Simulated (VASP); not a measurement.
# SnO (Romarchite) (P4/nmm) in VASP: further runs

Runs on SnO (Romarchite). Level: PBE. Tasks: single point.

All numbers are computed with VASP 6.6.1; they aren't measurements. Logs are shortened: lines on timing, memory, paths and dates and some standing lists are left out, and cuts for length are marked.

### 1 The cell of the first run

It takes space group P4/nmm (No. 129, tetragonal). Conventional cell: a = 3.865 Å, b = 3.865 Å, c = 4.925 Å, α = 90.00°, β = 90.00°, γ = 90.00°. Sn (site symmetry 4mm) has 4 O at 2.26 Å within 3.0 Å. Within 3.0 Å of O (site symmetry -4m2) lie 4 Sn at 2.26 Å and 4 O at 2.73 Å.

### 2 Single point, PBE

INCAR reads:

```
PREC     = Accurate       # precision mode
ENCUT    = 520            # plane-wave cutoff, eV
EDIFF    = 1E-7           # SCF threshold, eV
ISMEAR   = -1             # smearing method
SIGMA    = 0.05           # smearing width, eV
LREAL    = False          # projectors in reciprocal space
LASPH    = True           # aspherical terms in the spheres
NELM     = 60             # most SCF steps
ALGO     = Normal         # electronic algorithm
ISIF     = 2              # what is computed and relaxed
LWAVE    = False          # write WAVECAR
LCHARG   = False          # write CHGCAR
GGA      = PE             # functional
NBANDS   = 28             # bands
```

KPOINTS reads:

```
Automatic mesh
0
Gamma
  6 6 4
```

POSCAR reads:

```
SnO
1.0
    3.8649644759      0.0000000000      0.0000000000
    0.0000000000      3.8649644759      0.0000000000
    0.0000000000      0.0000000000      4.9253725149
Sn O
2 2
Direct
    0.5000000000      0.0000000000      0.2369000000
    0.0000000000      0.5000000000      0.7631000000
    0.0000000000      0.0000000000      0.0000000000
    0.5000000000      0.5000000000      0.0000000000
```

Potentials or basis: VASP PAW PBE potentials, release 64 (Sn_d, O).

Started as:

```
$ cat potpaw_PBE.64/Sn_d/POTCAR potpaw_PBE.64/O/POTCAR > POTCAR
$ mpirun -np 1 vasp_std > vasp.out
```

OUTCAR:

```text
PREC = Accurate
   ENCUT = 520
   EDIFF = 1E-7
   ISMEAR = -1
   LREAL = False
   LASPH = True
   NELM = 60
   ISIF = 2
   GGA = PE

 ion  position               nearest neighbor table
   1  0.500  0.000  0.237-   3 2.26   4 2.26   4 2.26   3 2.26   2 3.59   2 3.59   2 3.59   2 3.59

   2  0.000  0.500  0.763-   3 2.26   4 2.26   3 2.26   4 2.26   1 3.59   1 3.59   1 3.59   1 3.59

   3  0.000  0.000  0.000-   1 2.26   2 2.26   2 2.26   1 2.26
   4  0.500  0.500  0.000-   1 2.26   2 2.26   1 2.26   2 2.26

  LATTYP: Found a simple tetragonal cell.
 ALAT       =     3.8649644759
 C/A-ratio  =     1.2743642395

  Lattice vectors:

 A1 = (   3.8649644759,   0.0000000000,   0.0000000000)
 A2 = (   0.0000000000,   3.8649644759,   0.0000000000)
 A3 = (   0.0000000000,   0.0000000000,   4.9253725149)

Analysis of symmetry for initial positions (statically):
=====================================================================
 Subroutine PRICEL returns:
 Original cell was already a primitive cell.

 Routine SETGRP: Setting up the symmetry group for a
 simple tetragonal supercell.

 Subroutine GETGRP returns: Found 16 space group operations
 (whereof  8 operations were pure point group operations)
 out of a pool of 16 trial point group operations.

The static configuration has the point symmetry D_2d.
 The point group associated with its full space group is D_4h.

Analysis of symmetry for dynamics (positions and initial velocities):
=====================================================================
 Subroutine PRICEL returns:
 Original cell was already a primitive cell.

 Routine SETGRP: Setting up the symmetry group for a
 simple tetragonal supercell.

 Subroutine GETGRP returns: Found 16 space group operations
 (whereof  8 operations were pure point group operations)
 out of a pool of 16 trial point group operations.

The dynamic configuration has the point symmetry D_2d.
 The point group associated with its full space group is D_4h.

 Subroutine INISYM returns: Found 16 space group operations
 (whereof  8 operations are pure point group operations),
 and found     1 'primitive' translations

----------------------------------------------------------------------------------------

                                     Primitive cell

  volume of cell :      73.5750

  direct lattice vectors                    reciprocal lattice vectors
     3.864964476  0.000000000  0.000000000     0.258734590  0.000000000  0.000000000
     0.000000000  3.864964476  0.000000000     0.000000000  0.258734590  0.000000000
     0.000000000  0.000000000  4.925372515     0.000000000  0.000000000  0.203030329

  length of vectors
     3.864964476  3.864964476  4.925372515     0.258734590  0.258734590  0.203030329

  position of ions in fractional coordinates (direct lattice)
     0.500000000  0.000000000  0.236900000
     0.000000000  0.500000000  0.763100000
     0.000000000  0.000000000  0.000000000
     0.500000000  0.500000000  0.000000000

  ion indices of the primitive-cell ions
   primitive index   ion index
                 1           1
                 2           2
                 3           3
                 4           4

----------------------------------------------------------------------------------------

 KPOINTS: Automatic mesh

Automatic generation of k-mesh.
 Grid dimensions read from file:
 generate k-points for:    6    6    4

 Generating k-lattice:

  Cartesian coordinates                     Fractional coordinates (reciprocal lattice)
     0.043122432  0.000000000  0.000000000     0.166666667  0.000000000  0.000000000
     0.000000000  0.043122432  0.000000000     0.000000000  0.166666667  0.000000000
     0.000000000  0.000000000  0.050757582     0.000000000  0.000000000  0.250000000

  Length of vectors
     0.043122432  0.043122432  0.050757582

  Shift w.r.t. Gamma in fractional coordinates (k-lattice)
     0.000000000  0.000000000  0.000000000

 Subroutine IBZKPT returns following result:
 ===========================================

 Found     30 irreducible k-points:

 Following reciprocal coordinates:
            Coordinates               Weight
  0.000000  0.000000  0.000000      1.000000
  0.166667  0.000000  0.000000      4.000000
  0.333333  0.000000  0.000000      4.000000
  0.500000  0.000000  0.000000      2.000000
  0.166667  0.166667  0.000000      4.000000
  0.333333  0.166667  0.000000      8.000000
[... 16 lines left out ...]
  0.333333  0.000000  0.500000      4.000000
  0.500000  0.000000  0.500000      2.000000
 [... further k-points ...]
   k-points           NKPTS =     30   k-points in BZ     NKDIM =     30   number of bands    NBANDS=     28
   number of dos      NEDOS =    301   number of ions     NIONS =      4
   total plane-waves  NPLWV =  36000
   dimension x,y,z NGX =    30 NGY =   30 NGZ =   40
   dimension x,y,z NGXF=    60 NGYF=   60 NGZF=   80
   ions per type =               2   2
   NGX,Y,Z   is equivalent  to a cutoff of  12.90, 12.90, 13.50 a.u.
   NGXF,Y,Z  is equivalent  to a cutoff of  25.81, 25.81, 27.00 a.u.
 SYSTEM =  unknown system
   PREC   = accura    normal or accurate (medium, high low for compatibility)
   ISTART =      0    job   : 0-new  1-cont  2-samecut
   ICHARG =      2    charge: 1-file 2-atom 10-const
   ISPIN  =      1    spin polarized calculation?
   LNONCOLLINEAR =      F non collinear calculations
   LSORBIT =      F    spin-orbit coupling
   LASPH  =      T    aspherical Exc in radial PAW
   ENCUT  =  520.0 eV  38.22 Ry    6.18 a.u.   7.19  7.19  9.16*2*pi/ulx,y,z
   NELM   =     60;   NELMIN=  2; NELMDL= -5     # of ELM steps
   EDIFF  = 0.1E-06   stopping-criterion for ELM
   LREAL  =      F    real-space projection
   EDIFFG = 0.1E-05   stopping-criterion for IOM
   NSW    =      0    number of steps for IOM
   IBRION =     -1    ionic relax: 0-MD 1-quasi-New 2-CG
   NFREE  =      0    steps in history (QN), initial steepest desc. (CG)
   ISIF   =      2    stress and relaxation
   ISYM   =      2    0-nonsym 1-usesym 2-fastsym
   POTIM  = 0.5000    time-step for ionic-motion
   TEBEG  =    0.0;   TEEND  =   0.0 temperature during run
   PSTRESS=    0.0 pullay stress
   NELECT =      40.0000    total number of electrons
   NUPDOWN=      -1.0000    fix difference up-down
   EMIN   =  10.00;   EMAX   =-10.00  energy-range for DOS
   EFERMI =   0.00;   METHOD = LEGACY
   ISMEAR =    -1;   SIGMA  =   0.05  broadening in eV -4-tet -1-fermi 0-gaus
   EFERMI_NEDOS =   21; number of points for ismear=-14 and -15
   IALGO  =     38    algorithm
   IMIX   =      4    mixing-type and parameters
     AMIX     =   0.40;   BMIX     =  1.00
     AMIX_MAG =   1.60;   BMIX_MAG =  1.00
  volume/ion in A,a.u.               =      18.39       124.13
  Fermi-wavevector in a.u.,A,eV,Ry     =   1.336138  2.524936 24.290018  1.785266
  Thomas-Fermi vector in A             =   2.464788
   LORBIT       =      0    0 simple, 1 ext, 2 COOP (PROOUT), +10 PAW based schemes
   GGA     = PE    functional components
   LHFCALC =     F    Hartree Fock is set to
   AEXX    =    0.0000 exact exchange contribution
   IVDW    =     0    specifies the selected vdW correction
   LEPSILON=     F    determine dielectric tensor
   LRPA    =     F    only Hartree local field effects (RPA)
 non-spin polarized calculation
  energy-cutoff  :      520.00
  volume of cell :       73.57
 maximum number of plane-waves:      2012
 NGX is ok and might be reduce to    30
   NGX = 15   NGY = 15   NGZ = 19

 number of electron      39.9999989 magnetization

 Free energy of the ion-electron system (eV)
  ---------------------------------------------------
  ext. energy  EPLUGINS =         0.00000000
  ---------------------------------------------------
  free energy    TOTEN  =       -22.72014417 eV

  energy without entropy =      -22.71934684  energy(sigma->0) =      -22.71974551

 E-fermi :   6.6008     XC(G=0): -10.0049

 val. band max:        6.4734515179   @ k =   0.0000   0.0000   0.0000
 cond. band min:       6.7293682819   @ k =   0.5000   0.5000   0.0000
 fundamental gap:      0.2559167640
 Fermi energy:         6.6008286824

 k-point     1 :       0.0000    0.0000    0.0000
  band No.  band energies     occupation
      1     -15.3110      2.00000
      2     -14.9542      2.00000
      3     -14.9538      2.00000
      4     -14.9538      2.00000
      5     -14.9236      2.00000
      6     -14.9100      2.00000
[... 20 lines left out ...]
     27      13.2477      0.00000
     28      13.7346      0.00000

 k-point     2 :       0.1667    0.0000    0.0000
  band No.  band energies     occupation
      1     -15.2966      2.00000
      2     -14.9605      2.00000
      3     -14.9494      2.00000
      4     -14.9485      2.00000
      5     -14.9253      2.00000
      6     -14.9173      2.00000
[... 20 lines left out ...]
     27      13.5310      0.00000
     28      15.4631      0.00000

 k-point     3 :       0.3333    0.0000    0.0000
  band No.  band energies     occupation
      1     -15.2568      2.00000
      2     -15.0768      2.00000
      3     -14.9370      2.00000
      4     -14.9367      2.00000
      5     -14.9282      2.00000
      6     -14.9197      2.00000
[... 20 lines left out ...]
     27      14.0064      0.00000
     28      16.6969      0.00000

 k-point     4 :       0.5000    0.0000    0.0000
  band No.  band energies     occupation
      1     -15.1871      2.00000
      2     -15.1871      2.00000
      3     -14.9301      2.00000
      4     -14.9301      2.00000
      5     -14.9228      2.00000
      6     -14.9228      2.00000
[... 578 lines left out ...]
     27      14.6347      0.00000
     28      15.7418      0.00000

 k-point    23 :       0.3333    0.0000    0.5000
  band No.  band energies     occupation
      1     -15.2574      2.00000
      2     -15.0988      2.00000
      3     -14.9518      2.00000
      4     -14.9445      2.00000
      5     -14.9225      2.00000
      6     -14.9216      2.00000
[... 20 lines left out ...]
     27      14.9061      0.00000
     28      16.6237      0.00000

 k-point    24 :       0.5000    0.0000    0.5000
  band No.  band energies     occupation
      1     -15.1998      2.00000
      2     -15.1998      2.00000
      3     -14.9553      2.00000
      4     -14.9553      2.00000
      5     -14.9175      2.00000
      6     -14.9175      2.00000
[... 20 lines left out ...]
     27      15.4578      0.00000
     28      15.4578      0.00000

 [... further k-points ...]
[... 5 lines left out ...]
  --------------------------------------------------------------------------------------
  -------------------------------------------------------------------------------------
  Total        0.0324268      0.0324268      0.0514730      0.0000000      0.0000000      0.0000000
  in kB        0.7061296      0.7061296      1.1208815      0.0000000      0.0000000      0.0000000
  external PRESSURE =       0.8443803 kB  Pullay stress =       0.0000000 kB

 VOLUME and BASIS-vectors are now :
 -----------------------------------------------------------------------------
  energy-cutoff  :      520.00
  volume of cell :       73.57
      direct lattice vectors                 reciprocal lattice vectors
     3.864964476  0.000000000  0.000000000     0.258734590  0.000000000  0.000000000
     0.000000000  3.864964476  0.000000000     0.000000000  0.258734590  0.000000000
     0.000000000  0.000000000  4.925372515     0.000000000  0.000000000  0.203030329

 POSITION                                       TOTAL-FORCE (eV/Angst)
 -----------------------------------------------------------------------------------
      1.93248      0.00000      1.16682         0.000000      0.000000     -0.119242
      0.00000      1.93248      3.75855         0.000000      0.000000      0.119242
      0.00000      0.00000      0.00000         0.000000     -0.000000      0.000000
      1.93248      1.93248      0.00000         0.000000      0.000000      0.000000
 -----------------------------------------------------------------------------------
    total drift:                                0.000000      0.000000      0.000000

  FREE ENERGIE OF THE ION-ELECTRON SYSTEM (eV)
  ---------------------------------------------------
  free  energy   TOTEN  =       -22.7201441727 eV

  energy  without entropy=      -22.7193468443  energy(sigma->0) =      -22.71974551
```

It took 2 min on 1 thread of Intel Xeon 8259CL, shared host; peak memory 0.21 GiB.

What came out:

* Free energy: -22.7201 eV
* Pressure: 0.1 GPa
* Largest force: 0.119 eV/Å
* Band gap on the k mesh: 0.26 eV, indirect (least direct gap 2.02 eV)

Forces in eV/Å, atoms in the order of the input:
```
Sn   0.000  0.000 -0.119
Sn   0.000  0.000  0.119
O    0.000  0.000  0.000
O    0.000  0.000  0.000
```

Levels at points of the mesh, in eV from the valence-band top:
```
           k point  band 17  band 18  band 19  band 20  band 21  band 22  band 23  band 24
(0.00, 0.00, 0.00)    -3.17    -2.88    -2.88     0.00     2.02     4.38     4.69     4.69
(0.50, 0.00, 0.00)    -4.48    -4.48    -2.47    -2.47     3.13     3.13     5.83     5.83
(0.50, 0.50, 0.00)    -2.24    -2.24    -1.80    -1.80     0.26     0.26     4.53     4.53
(0.00, 0.00, 0.50)    -3.24    -2.90    -2.90    -1.98     1.75     3.06     3.06     3.67
(0.50, 0.00, 0.50)    -4.44    -4.44    -1.58    -1.58     2.56     2.56     5.39     5.39
(0.50, 0.50, 0.50)    -2.52    -2.52    -2.24    -2.24     2.46     2.46     3.95     3.95
```

Caveat: spin-orbit coupling is left out, which moves the levels of the heavy elements.

(Part 1 of 2 ends here.)
